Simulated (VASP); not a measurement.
# SiC30 (a cell with a defect) in VASP: single point with PBE+D3(BJ)

Aim: the single point of SiC30 (a cell with a defect) with PBE+D3(BJ).

Program: VASP 6.6.1. These are calculated values, not measurements. Logs are shortened: lines on timing, memory, paths and dates and some standing lists are left out, and cuts for length are marked.

**1. The cell of the first run**

The cell holds a defect, 31 atoms: a = 6.522 Å, b = 6.522 Å, c = 6.799 Å, α = 90.00°, β = 90.00°, γ = 98.24°.

**2. Single point, PBE+D3(BJ)**

INCAR

```
SYSTEM = SiC30
ALGO = Normal
EDIFF = 1E-6
ENCUT = 520
GGA = PE
ISIF = 2
ISMEAR = 0
IVDW = 12
LASPH = .True.
LCHARG = .False.
LREAL = Auto
LWAVE = .False.
NBANDS = 83
NELM = 60
PREC = Accurate
SIGMA = 0.1
```

KPOINTS

```
Automatic mesh
0
Gamma
  4 4 4
  0.5 0.5 0.5
```

POSCAR

```
SiC30
1.0
    4.9310759918      4.2682922365      0.0000000000
   -4.9310759918      4.2682922365      0.0000000000
    0.0000000000      0.0000000000      6.7989838489
Si C
1 30
Direct
    0.5000005666      0.7500007698      0.7499997225
    0.9481006337      0.9533921766      0.7499997225
    0.4736468741      0.4594047492      0.7499997225
    0.8439178082      0.5780764377      0.7499997225
    0.2094044446      0.7236471787      0.7499997225
    0.3280760444      0.0939180226      0.7499997225
    0.7033919005      0.1981009652      0.7499997225
    0.0845265703      0.3345269763      0.7499997225
    0.3333274191      0.5833270139      0.2500001526
    0.7086161757      0.7083730239      0.2500001526
    0.2084724333      0.2084355246      0.2500001526
    0.5834754861      0.3333588783      0.2500001526
    0.9584358015      0.4584721010      0.2500001526
    0.0833590807      0.8334752838      0.2500001526
    0.4583732263      0.9586159733      0.2500001526
    0.8335997928      0.0835995888      0.2500001526
    0.1663993145      0.4163991121      0.2500001526
    0.5416257354      0.5413825836      0.2500001526
    0.0415632902      0.0415263814      0.2500001526
    0.4165235041      0.1666397055      0.2500001526
    0.7915266583      0.2915629579      0.2500001526
    0.9166400995      0.6665232889      0.2500001526
    0.2913827860      0.7916255330      0.2500001526
    0.6666717611      0.9166715588      0.2500001526
    0.7905964701      0.7763543452      0.7499997225
    0.2966091441      0.3019004842      0.7499997225
    0.6719248988      0.4060835282      0.7499997225
    0.0519001796      0.5466094487      0.7499997225
    0.1560832236      0.9219252034      0.7499997225
    0.5263540692      0.0405968016      0.7499997225
    0.9154742715      0.1654746758      0.7499997225
```

Potentials or basis: VASP PAW PBE potentials, release 64 (Si, C).

On the command line:

```
$ cat potpaw_PBE.64/Si/POTCAR potpaw_PBE.64/C/POTCAR > POTCAR
$ mpirun -np 1 vasp_std > vasp.out
```

OUTCAR:

```text
SYSTEM = SiC30
   EDIFF = 1E-6
   ENCUT = 520
   GGA = PE
   ISIF = 2
   ISMEAR = 0
   IVDW = 12
   LASPH = .True.
   LREAL = Auto
   NELM = 60
   PREC = Accurate
 IVDW          = 12

 ion  position               nearest neighbor table
   1  0.500  0.750  0.750-  25 1.88   3 1.88  30 1.88   5 1.88
   2  0.948  0.953  0.750-  29 1.40  31 1.43  25 1.43
   3  0.474  0.459  0.750-  27 1.39  26 1.43   1 1.88
   4  0.844  0.578  0.750-  25 1.39  28 1.40  27 1.47
   5  0.209  0.724  0.750-  29 1.39  28 1.43   1 1.88
   6  0.328  0.094  0.750-  30 1.39  26 1.40  29 1.47
   7  0.703  0.198  0.750-  27 1.40  31 1.43  30 1.43
[... 22 lines left out ...]
  30  0.526  0.041  0.750-   6 1.39   7 1.43   1 1.88
  31  0.915  0.165  0.750-   7 1.43   2 1.43   8 1.44

  LATTYP: Found a base centered orthorhombic cell.
 ALAT       =     8.5365844730
 B/A-ratio  =     1.1552807818
 C/A-ratio  =     0.7964524770

  Lattice vectors:

 A1 = (   4.9310759918,   4.2682922365,   0.0000000000)
 A2 = (  -4.9310759918,   4.2682922365,   0.0000000000)
 A3 = (   0.0000000000,   0.0000000000,   6.7989838489)

Analysis of symmetry for initial positions (statically):
=====================================================================
 Subroutine PRICEL returns:
 Original cell was already a primitive cell.

 Routine SETGRP: Setting up the symmetry group for a
 base centered orthorhombic supercell.

 Subroutine GETGRP returns: Found  8 space group operations
 (whereof  1 operations were pure point group operations)
 out of a pool of  8 trial point group operations.

The static configuration has the point symmetry C_1 .
 The point group associated with its full space group is D_2h.

Analysis of symmetry for dynamics (positions and initial velocities):
=====================================================================
 Subroutine PRICEL returns:
 Original cell was already a primitive cell.

 Routine SETGRP: Setting up the symmetry group for a
 base centered orthorhombic supercell.

 Subroutine GETGRP returns: Found  8 space group operations
 (whereof  1 operations were pure point group operations)
 out of a pool of  8 trial point group operations.

The dynamic configuration has the point symmetry C_1 .
 The point group associated with its full space group is D_2h.

 Subroutine INISYM returns: Found  8 space group operations
 (whereof  1 operations are pure point group operations),
 and found     1 'primitive' translations

----------------------------------------------------------------------------------------

                                     Primitive cell

  volume of cell :     286.2001

  direct lattice vectors                    reciprocal lattice vectors
     4.931075992  4.268292236  0.000000000     0.101397748  0.117142869  0.000000000
    -4.931075992  4.268292236  0.000000000    -0.101397748  0.117142869  0.000000000
     0.000000000  0.000000000  6.798983849     0.000000000  0.000000000  0.147080802

  length of vectors
     6.521796459  6.521796459  6.798983849     0.154932098  0.154932098  0.147080802

  position of ions in fractional coordinates (direct lattice)
     0.500000567  0.750000770  0.749999723
     0.948100634  0.953392177  0.749999723
     0.473646874  0.459404749  0.749999723
     0.843917808  0.578076438  0.749999723
     0.209404445  0.723647179  0.749999723
     0.328076044  0.093918023  0.749999723
[... 23 lines left out ...]
     0.526354069  0.040596802  0.749999723
     0.915474272  0.165474676  0.749999723

  ion indices of the primitive-cell ions
   primitive index   ion index
                 1           1
                 2           2
                 3           3
                 4           4
                 5           5
                 6           6
[... 23 lines left out ...]
                30          30
                31          31

----------------------------------------------------------------------------------------

 KPOINTS: Automatic mesh

Automatic generation of k-mesh.
 Grid dimensions read from file:
 generate k-points for:    4    4    4

 Generating k-lattice:

  Cartesian coordinates                     Fractional coordinates (reciprocal lattice)
     0.025349437  0.029285717  0.000000000     0.250000000  0.000000000  0.000000000
    -0.025349437  0.029285717  0.000000000     0.000000000  0.250000000  0.000000000
     0.000000000  0.000000000  0.036770201     0.000000000  0.000000000  0.250000000

  Length of vectors
     0.038733025  0.038733025  0.036770201

  Shift w.r.t. Gamma in fractional coordinates (k-lattice)
     0.500000000  0.500000000  0.500000000

 Subroutine IBZKPT returns following result:
 ===========================================

 Found     12 irreducible k-points:

 Following reciprocal coordinates:
            Coordinates               Weight
  0.125000  0.125000  0.125000      4.000000
  0.375000  0.125000  0.125000      8.000000
 -0.375000  0.125000  0.125000      8.000000
 -0.125000  0.125000  0.125000      4.000000
  0.375000  0.375000  0.125000      4.000000
 -0.375000  0.375000  0.125000      4.000000
  0.125000  0.125000  0.375000      4.000000
  0.375000  0.125000  0.375000      8.000000
 -0.375000  0.125000  0.375000      8.000000
 -0.125000  0.125000  0.375000      4.000000
  0.375000  0.375000  0.375000      4.000000
 -0.375000  0.375000  0.375000      4.000000
   k-points           NKPTS =     12   k-points in BZ     NKDIM =     12   number of bands    NBANDS=     83
   number of dos      NEDOS =    301   number of ions     NIONS =     31
   total plane-waves  NPLWV = 135000
   dimension x,y,z NGX =    50 NGY =   50 NGZ =   54
   dimension x,y,z NGXF=   100 NGYF=  100 NGZF=  108
   ions per type =               1  30
   NGX,Y,Z   is equivalent  to a cutoff of  12.75, 12.75, 13.20 a.u.
   NGXF,Y,Z  is equivalent  to a cutoff of  25.49, 25.49, 26.41 a.u.
 SYSTEM =  SiC30
   PREC   = accura    normal or accurate (medium, high low for compatibility)
   ISTART =      0    job   : 0-new  1-cont  2-samecut
   ICHARG =      2    charge: 1-file 2-atom 10-const
   ISPIN  =      1    spin polarized calculation?
   LNONCOLLINEAR =      F non collinear calculations
   LSORBIT =      F    spin-orbit coupling
   LASPH  =      T    aspherical Exc in radial PAW
   ENCUT  =  520.0 eV  38.22 Ry    6.18 a.u.  12.13 12.13 12.64*2*pi/ulx,y,z
   NELM   =     60;   NELMIN=  2; NELMDL= -5     # of ELM steps
   EDIFF  = 0.1E-05   stopping-criterion for ELM
   LREAL  =      T    real-space projection
   EDIFFG = 0.1E-04   stopping-criterion for IOM
   NSW    =      0    number of steps for IOM
   IBRION =     -1    ionic relax: 0-MD 1-quasi-New 2-CG
   NFREE  =      0    steps in history (QN), initial steepest desc. (CG)
   ISIF   =      2    stress and relaxation
   ISYM   =      2    0-nonsym 1-usesym 2-fastsym
   POTIM  = 0.5000    time-step for ionic-motion
   TEBEG  =    0.0;   TEEND  =   0.0 temperature during run
   PSTRESS=    0.0 pullay stress
   NELECT =     124.0000    total number of electrons
   NUPDOWN=      -1.0000    fix difference up-down
   EMIN   =  10.00;   EMAX   =-10.00  energy-range for DOS
   EFERMI =   0.00;   METHOD = LEGACY
   ISMEAR =     0;   SIGMA  =   0.10  broadening in eV -4-tet -1-fermi 0-gaus
   EFERMI_NEDOS =   21; number of points for ismear=-14 and -15
   IALGO  =     38    algorithm
   IMIX   =      4    mixing-type and parameters
     AMIX     =   0.40;   BMIX     =  1.00
     AMIX_MAG =   1.60;   BMIX_MAG =  1.00
  volume/ion in A,a.u.               =       9.23        62.30
  Fermi-wavevector in a.u.,A,eV,Ry     =   1.238774  2.340944 20.878973  1.534561
  Thomas-Fermi vector in A             =   2.373285
   LORBIT       =      0    0 simple, 1 ext, 2 COOP (PROOUT), +10 PAW based schemes
   GGA     = PE    functional components
   LHFCALC =     F    Hartree Fock is set to
   AEXX    =    0.0000 exact exchange contribution
   IVDW    =    12    specifies the selected vdW correction
   LEPSILON=     F    determine dielectric tensor
   LRPA    =     F    only Hartree local field effects (RPA)
 non-spin polarized calculation
 Gauss-broadening in eV      SIGMA  =   0.10
  energy-cutoff  :      520.00
  volume of cell :      286.20
 maximum number of plane-waves:      7728
 NGX is ok and might be reduce to    50
   NGX = 25   NGY = 25   NGZ = 25

 number of electron     124.0000007 magnetization

 Free energy of the ion-electron system (eV)
  ---------------------------------------------------
  ext. energy  EPLUGINS =         0.00000000
  ---------------------------------------------------
  free energy    TOTEN  =      -276.89582332 eV

  energy without entropy =     -276.88045739  energy(sigma->0) =     -276.88814035

 E-fermi :   4.3448     XC(G=0): -10.2095

 val. band max:        4.2480395177   @ k =  -0.1250   0.1250   0.1250
 cond. band min:       4.3481132811   @ k =   0.1250   0.1250   0.3750
 fundamental gap:      0.1000737634
 Fermi energy:         4.3448394465

 k-point     1 :       0.1250    0.1250    0.1250
  band No.  band energies     occupation
      1     -14.9399      2.00000
      2     -14.1061      2.00000
      3     -13.1132      2.00000
      4     -13.1086      2.00000
      5     -12.5907      2.00000
      6     -11.7214      2.00000
[... 66 lines left out ...]
     73       9.1893      0.00000
     74       9.8759      0.00000

 k-point     2 :       0.3750    0.1250    0.1250
  band No.  band energies     occupation
      1     -14.5939      2.00000
      2     -14.0487      2.00000
      3     -13.8285      2.00000
      4     -13.1831      2.00000
      5     -12.9373      2.00000
      6     -11.9125      2.00000
[... 66 lines left out ...]
     73       9.4234      0.00000
     74       9.8529      0.00000

 k-point     3 :      -0.3750    0.1250    0.1250
  band No.  band energies     occupation
      1     -14.6634      2.00000
      2     -13.9513      2.00000
      3     -13.8686      2.00000
      4     -13.0265      2.00000
      5     -12.4826      2.00000
      6     -12.4758      2.00000
[... 682 lines left out ...]
     73      10.0155      0.00000
     74      10.8586      0.00000

 k-point    12 :      -0.3750    0.3750    0.3750
  band No.  band energies     occupation
      1     -14.3981      2.00000
      2     -13.7095      2.00000
      3     -13.4890      2.00000
      4     -13.4753      2.00000
      5     -13.3040      2.00000
      6     -12.9447      2.00000
[... 66 lines left out ...]
     73      11.2490      0.00000
     74      11.3144      0.00000
 [bands above 74 left out]

------------------------ aborting loop because EDIFF is reached ----------------------------------------

 Edisp (eV)   -4.92179

 E8    (eV) :    -1.4335

  FORCE on cell =-STRESS in cart. coord.  units (eV):
  Direction    XX          YY          ZZ          XY          YZ          ZX
  --------------------------------------------------------------------------------------
  -------------------------------------------------------------------------------------
  Total      29.34270   -13.58521    -0.38414     0.00000     0.00000     0.00000
  in kB     164.26340   -76.05136    -2.15045     0.00000     0.00000     0.00000
  external pressure =       28.69 kB  Pullay stress =        0.00 kB

 VOLUME and BASIS-vectors are now :
 -----------------------------------------------------------------------------
  energy-cutoff  :      520.00
  volume of cell :      286.20
      direct lattice vectors                 reciprocal lattice vectors
     4.931075992  4.268292236  0.000000000     0.101397748  0.117142869  0.000000000
    -4.931075992  4.268292236  0.000000000    -0.101397748  0.117142869  0.000000000
     0.000000000  0.000000000  6.798983849     0.000000000  0.000000000  0.147080802

 POSITION                                       TOTAL-FORCE (eV/Angst)
 -----------------------------------------------------------------------------------
     -1.23277      5.33537      5.09924        -0.000000      0.000000      0.000000
     -0.02609      8.11613      5.09924        -0.016001      0.000950      0.000000
      0.07023      3.98254      5.09924        -0.043198      0.020394      0.000000
      1.31088      6.06949      5.09924         0.011862     -0.019171      0.000000
     -2.53577      3.98254      5.09924         0.043198      0.020394      0.000000
      1.15465      1.80119      5.09924        -0.011862     -0.019171      0.000000
[... 23 lines left out ...]
      2.39531      2.41991      5.09924         0.043198     -0.020394      0.000000
      3.69831      4.61381      5.09924        -0.000000      0.003497      0.000000
 -----------------------------------------------------------------------------------
    total drift:                               -0.005074      0.033644     -0.027448

  FREE ENERGIE OF THE ION-ELECTRON SYSTEM (eV)
  ---------------------------------------------------
  free  energy   TOTEN  =      -281.8176125153 eV

  energy  without entropy=     -281.8022465860  energy(sigma->0) =     -281.80992955
```

Wall time 11 min (1 thread of Oxide Virtual Turin-like, shared host); peak memory 0.41 GiB.

Results:

```yaml
Free_energy: -281.8176 eV
Pressure: 2.9 GPa
Largest_force: 0.048 eV/Å
Band_gap_on_the_k_mesh: zero (filled and empty bands touch)
Dispersion_energy_per_atom: -0.159 eV
```

Forces on the atoms (eV/Å):
```
Si   0.000  0.000  0.000
C   -0.016  0.001  0.000
C   -0.043  0.020  0.000
C    0.012 -0.019  0.000
C    0.043  0.020  0.000
C   -0.012 -0.019  0.000
C    0.016  0.001  0.000
C    0.000 -0.003  0.000
C    0.000 -0.012  0.000
C   -0.026  0.016  0.000
C    0.013  0.020  0.000
C    0.022 -0.014  0.000
C   -0.013  0.020  0.000
C   -0.022 -0.014  0.000
C    0.026  0.016  0.000
C    0.000 -0.025  0.000
C    0.000  0.025  0.000
C   -0.026 -0.016  0.000
C    0.013 -0.020  0.000
C   -0.022  0.014  0.000
C   -0.013 -0.020  0.000
C    0.022  0.014  0.000
C    0.026 -0.016  0.000
C    0.000  0.012  0.000
C   -0.043 -0.020  0.000
C   -0.016 -0.001  0.000
C    0.012  0.019  0.000
C    0.016 -0.001  0.000
C   -0.012  0.019  0.000
C    0.043 -0.020  0.000
C    0.000  0.003  0.000
```

Levels at points of the mesh, in eV from the Fermi level:
```tsv
k point	band 60	band 61	band 62	band 63	band 64	band 65
(0.12, 0.12, 0.12)	-1.57	-1.25	0.01	0.10	2.15	2.54
```
